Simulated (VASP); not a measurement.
# Sn (I4/mmm) in VASP: settings compared

Aim: see how the results for Sn move with the level of theory and the settings. Levels: PBEsol, PBE. Tasks: single point.

Program: VASP 6.6.1. These are calculated values, not measurements. Logs are shortened: lines on timing, memory, paths and dates and some standing lists are left out, and cuts for length are marked.

## (1) The cell of the first run

The structure is tetragonal, space group I4/mmm (No. 139). Conventional cell: a = 4.058 Å, b = 4.058 Å, c = 3.322 Å, α = 90.00°, β = 90.00°, γ = 90.00°. Within 4.4 Å of Sn (site symmetry 4/mmm) lie 14 Sn at 3.32 to 4.06 Å.

## (2) Single point, PBEsol, non-collinear spin, zero start, spin-orbit coupling

INCAR

```
  ALGO = Normal
  EDIFF = 1E-6
  ENCUT = 520
  GGA = PS
  GGA_COMPAT = False
  ISIF = 2
  ISMEAR = -1
  LASPH = True
  LCHARG = False
  LORBIT = 11
  LORBMOM = True
  LREAL = False
  LSORBIT = True
  LWAVE = False
  MAGMOM = 0 0 0
  NBANDS = 25
  NELM = 150
  PREC = Accurate
  SIGMA = 0.05
```

KPOINTS

```
k-points
0
Gamma
  8 8 8
```

POSCAR

```
Sn
1.0
   -2.0291894110      2.0291894110      1.6607599896
    2.0291894110     -2.0291894110      1.6607599896
    2.0291894110      2.0291894110     -1.6607599896
Sn
1
Direct
    0.0000000000      0.0000000000      0.0000000000
```

Potentials or basis: VASP PAW PBE potentials, release 64 (Sn_d).

On the command line:

```
> cat potpaw_PBE.64/Sn_d/POTCAR > POTCAR
> mpirun -np 1 vasp_ncl > vasp.out
```

OUTCAR:

```text
EDIFF = 1E-6
   ENCUT = 520
   GGA = PS
   ISIF = 2
   ISMEAR = -1
   LASPH = True
   LORBIT = 11
   LREAL = False
   LSORBIT = True
   NELM = 150
   PREC = Accurate

 ion  position               nearest neighbor table
   1  0.000  0.000  0.000-

  LATTYP: Found a body centered tetragonal cell.
 ALAT       =     4.0583788220
 C/A-ratio  =     0.8184351745

  Lattice vectors:

 A1 = (  -2.0291894110,   2.0291894110,   1.6607599896)
 A2 = (   2.0291894110,  -2.0291894110,   1.6607599896)
 A3 = (   2.0291894110,   2.0291894110,  -1.6607599896)

Analysis of symmetry for initial positions (statically):
=====================================================================
 Subroutine PRICEL returns:
 Original cell was already a primitive cell.

 Routine SETGRP: Setting up the symmetry group for a
 body centered tetragonal supercell.

 Subroutine GETGRP returns: Found 16 space group operations
 (whereof 16 operations were pure point group operations)
 out of a pool of 16 trial point group operations.

The static configuration has the point symmetry D_4h.

Analysis of symmetry for dynamics (positions and initial velocities):
=====================================================================
 Subroutine PRICEL returns:
 Original cell was already a primitive cell.

 Routine SETGRP: Setting up the symmetry group for a
 body centered tetragonal supercell.

 Subroutine GETGRP returns: Found 16 space group operations
 (whereof 16 operations were pure point group operations)
 out of a pool of 16 trial point group operations.

The dynamic configuration has the point symmetry D_4h.

Analysis of structural, dynamic, and magnetic symmetry:
=====================================================================
 Subroutine PRICEL returns:
 Original cell was already a primitive cell.

 Routine SETGRP: Setting up the symmetry group for a
 body centered tetragonal supercell.

 Subroutine GETGRP returns: Found 16 space group operations
 (whereof 16 operations were pure point group operations)
 out of a pool of 16 trial point group operations.

The overall configuration has the point symmetry D_4h.

 Subroutine INISYM returns: Found 16 space group operations
 (whereof 16 operations are pure point group operations),
 and found     1 'primitive' translations

----------------------------------------------------------------------------------------

[... 140 lines left out ...]

 val. band max:        7.8558872475   @ k =  -0.2500   0.5000   0.2500
 cond. band min:       7.9004109753   @ k =  -0.2500   0.3750   0.2500
 fundamental gap:      0.0445237278
 Fermi energy:         7.8677889692

 k-point     1 :       0.0000    0.0000    0.0000
  band No.  band energies     occupation
      1     -14.1558      1.00000
      2     -14.1558      1.00000
      3     -14.1519      1.00000
      4     -14.1519      1.00000
      5     -13.1607      1.00000
      6     -13.1607      1.00000
[... 661 lines left out ...]
     24      22.2460      0.00000
     25      24.5816      0.00000

 [... further k-points ...]
[... 5 lines left out ...]
  --------------------------------------------------------------------------------------
  -------------------------------------------------------------------------------------
  Total       -0.3052447     -0.3052447     -0.4310013      0.0000000     -0.0000000      0.0000000
  in kB      -17.8791413    -17.8791413    -25.2450992      0.0000000     -0.0000000      0.0000000
  external PRESSURE =     -20.3344606 kB  Pullay stress =       0.0000000 kB

 VOLUME and BASIS-vectors are now :
 -----------------------------------------------------------------------------
  energy-cutoff  :      520.00
  volume of cell :       27.35
      direct lattice vectors                 reciprocal lattice vectors
    -2.029189411  2.029189411  1.660759990     0.000000000  0.246403809  0.301066983
     2.029189411 -2.029189411  1.660759990     0.246403809  0.000000000  0.301066983
     2.029189411  2.029189411 -1.660759990     0.246403809  0.246403809  0.000000000

 POSITION                                       TOTAL-FORCE (eV/Angst)
 -----------------------------------------------------------------------------------
      0.00000      0.00000      0.00000        -0.000000     -0.000000      0.000000
 -----------------------------------------------------------------------------------
    total drift:                                0.000000     -0.000000      0.000000

  FREE ENERGIE OF THE ION-ELECTRON SYSTEM (eV)
  ---------------------------------------------------
  free  energy   TOTEN  =        -4.3029119539 eV

  energy  without entropy=       -4.2981822677  energy(sigma->0) =       -4.30054711

 orbital moment (x)

 # of ion     p       d       tot
 ----------------------------------------
  1         0.000  -0.000  -0.000
 ----------------------------------------
            0.000  -0.000  -0.000

 orbital moment (y)

 # of ion     p       d       tot
 ----------------------------------------
  1         0.000  -0.000  -0.000
 ----------------------------------------
            0.000  -0.000  -0.000

 orbital moment (z)

 # of ion     p       d       tot
 ----------------------------------------
  1         0.000   0.000   0.000
 ----------------------------------------
            0.000   0.000   0.000

 Spin-Orbit-Coupling matrix elements

 Ion:    1  E_soc:     -0.1074290
 l=   1
     0.0000000    -0.0117287    -0.0117545
    -0.0117287     0.0000000    -0.0117287
    -0.0117545    -0.0117287     0.0000000
 l=   2
     0.0000000    -0.0012369     0.0000000    -0.0012369    -0.0049237
    -0.0012369     0.0000000    -0.0037046    -0.0012261    -0.0012349
     0.0000000    -0.0037046     0.0000000    -0.0037046     0.0000000
    -0.0012369    -0.0012261    -0.0037046     0.0000000    -0.0012349
    -0.0049237    -0.0012349     0.0000000    -0.0012349     0.0000000
 l=   3
     0.0000000     0.0000000     0.0000000     0.0000000     0.0000000     0.0000000     0.0000000
     0.0000000     0.0000000     0.0000000     0.0000000     0.0000000     0.0000000     0.0000000
     0.0000000     0.0000000     0.0000000     0.0000000     0.0000000     0.0000000     0.0000000
     0.0000000     0.0000000     0.0000000     0.0000000     0.0000000     0.0000000     0.0000000
     0.0000000     0.0000000     0.0000000     0.0000000     0.0000000     0.0000000     0.0000000
     0.0000000     0.0000000     0.0000000     0.0000000     0.0000000     0.0000000     0.0000000
     0.0000000     0.0000000     0.0000000     0.0000000     0.0000000     0.0000000     0.0000000

 total charge

# of ion       s       p       d       tot
------------------------------------------
    1        1.284   0.891   9.975  12.150

 magnetization (x)

# of ion       s       p       d       tot
------------------------------------------
    1        0.000   0.000   0.000   0.000

 magnetization (y)

# of ion       s       p       d       tot
------------------------------------------
    1        0.000   0.000  -0.000  -0.000

 magnetization (z)

# of ion       s       p       d       tot
------------------------------------------
    1        0.000  -0.000   0.000  -0.000
```

OSZICAR:

```text
N       E                     dE             d eps       ncg     rms          rms(c)
DAV:   1     0.113413662366E+03    0.11341E+03   -0.67397E+03  3126   0.172E+03
DAV:   2     0.884227282876E+01   -0.10457E+03   -0.10093E+03  3022   0.413E+02
DAV:   3    -0.389237786794E+01   -0.12735E+02   -0.12609E+02  3402   0.122E+02
DAV:   4    -0.430741919194E+01   -0.41504E+00   -0.41467E+00  3520   0.238E+01
DAV:   5    -0.432282240551E+01   -0.15403E-01   -0.15403E-01  4276   0.429E+00    0.145E+00
DAV:   6    -0.430760862640E+01    0.15214E-01   -0.18576E-02  4036   0.246E+00    0.794E-01
DAV:   7    -0.430332505495E+01    0.42836E-02   -0.65063E-03  4151   0.135E+00    0.483E-01
DAV:   8    -0.430303043428E+01    0.29462E-03   -0.40323E-04  4407   0.213E-01    0.754E-02
DAV:   9    -0.430291100601E+01    0.11943E-03   -0.16183E-04  3621   0.246E-01    0.116E-02
DAV:  10    -0.430291195387E+01   -0.94785E-06   -0.29673E-06  3550   0.245E-02
   1 F= -.43029120E+01 E0= -.43005471E+01  d E =-.472969E-02  mag=     0.0000     0.0000     0.0000
```

stdout:

```text
POSCAR found type information on POSCAR Sn
 POSCAR found :  1 types and       1 ions
 scaLAPACK will be used
 -----------------------------------------------------------------------------
|                                                                             |
|                                                                             |
|     You enforced a specific xc type in the INCAR file but a different       |
|     I HOPE YOU KNOW WHAT YOU ARE DOING!                                     |
|                                                                             |
 -----------------------------------------------------------------------------

 LDA part: xc-table for (Slater+PW92), standard interpolation
 POSCAR, INCAR and KPOINTS ok, starting setup
 FFT: planning ... GRIDC
 FFT: planning ... GRID_SOFT
 FFT: planning ... GRID
 WAVECAR not read
 entering main loop
```

It took 77 s on 1 thread of AMD EPYC 7R43 (Zen 3), shared host; peak memory 0.24 GiB.

Results:

```
Free energy                                           : -4.3029 eV
Pressure                                              : -2.0 GPa
Net moment                                            : 0.00 μB per cell
Valence electrons inside the program's atomic spheres : Sn 12.15
```

Stress tensor (GPa, compression positive):
```
-1.79  0.00  0.00
 0.00 -1.79  0.00
 0.00  0.00 -2.52
```

Moments on the atoms (μB; x, y, z):
```
Sn  0.00 0.00 0.00
```

Caveat: the PAW data sets were made with another functional, which shifts forces and pressure a little.

## (3) Single point, PBE

INCAR

```
  PREC = Accurate
  ENCUT = 520
  EDIFF = 1E-6
  ISMEAR = 0
  SIGMA = 0.018000000000000002
  LREAL = False
  LASPH = True
  NELM = 60
  ALGO = Normal
  ISIF = 2
  LWAVE = False
  LCHARG = False
  GGA = PE
  NBANDS = 13
```

KPOINTS

```
Automatic mesh
0
Gamma
  10 10 10
```

POSCAR is that of step 2.

Potentials or basis: VASP PAW PBE potentials, release 64 (Sn_d).

On the command line:

```
> cat potpaw_PBE.64/Sn_d/POTCAR > POTCAR
> mpirun -np 1 vasp_std > vasp.out
```

Wall time 19 s (1 thread of Intel Xeon Platinum 8559C (Emerald Rapids), shared host); peak memory 0.17 GiB.

The run converged. Its results:

```yaml
Free_energy: -3.7762 eV
Pressure: 0.8 GPa
Band_gap_on_the_k_mesh: zero (band 7 reaches 14.75 eV, above the bottom of band 8 at 5.95 eV)
```

Stress tensor (GPa, compression positive):
```
0.27 0.00 0.00
0.00 0.27 0.00
0.00 0.00 1.75
```

Levels at points of the mesh, in eV from the Fermi level:
```
           k point  band 4  band 5  band 6  band 7  band 8  band 9  band 10  band 11
(0.00, 0.00, 0.00)  -21.42  -21.31  -10.97    6.83    6.83    9.40    10.32    11.46
(0.50, 0.00, 0.00)  -21.28  -21.26   -5.69   -4.09    3.14    4.40     7.26     7.44
(0.50, 0.50, 0.00)  -21.35  -21.27   -7.21   -4.61    5.85    7.82    10.44    11.00
(0.50, 0.50, 0.50)  -21.28  -21.25   -3.33   -1.49   -1.49    2.59     3.12     6.16
```

Caveat: spin-orbit coupling is left out, which moves the levels of the heavy elements.

(Part 1 of 2 ends here.)
